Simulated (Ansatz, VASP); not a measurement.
# SnSe in VASP and in Ansatz

```
Sn Se
1.0
     0.00000    3.01000    2.85950
     3.01000    0.00000    2.85950
     3.01000    3.01000    0.00000
Sn Se
1 1
Direct
  0.00000 0.00000 0.00000
  0.50000 0.50000 0.50000
```

Change from the starting cell: strain +0.000 along x and y, -0.050 along z, atoms carried along.

Alike in both runs: task single point; functional LDA; k mesh 8 × 8 × 8; occupations gaussian, width 0.05 eV; no spin polarisation.

```csv
,VASP,Ansatz
version,VASP 6.6.1,Ansatz 0.2.0
potentials or method,"VASP PAW LDA potentials, release 64 (Sn_d, Se), cutoff 520 eV","scalar-relativistic, plane waves, PAW"
valence electrons in the cell,20,30
```

Ansatz gave:

| Quantity | Value |
| --- | --- |
| gap on the k mesh at the Fermi level (eV) | 0.71 |
| least direct gap on the mesh (eV) | 0.74 |
| pressure (GPa) | -0.3 |
| traceless stress, the component that is largest in VASP (GPa) | 5.11 |

Problem. Estimate VASP's values.

Solution. gap on the k mesh at the Fermi level (eV): 0.70; least direct gap on the mesh (eV): 0.73; pressure (GPa): -0.2; traceless stress, the component that is largest in VASP (GPa): 5.15.

LDA's correlation is that of Perdew and Zunger in VASP and of Perdew and Wang (1992) in Ansatz. VASP's potentials hold 20 valence electrons a cell and Ansatz's 30, so a difference there can come from the potentials and not from the codes.
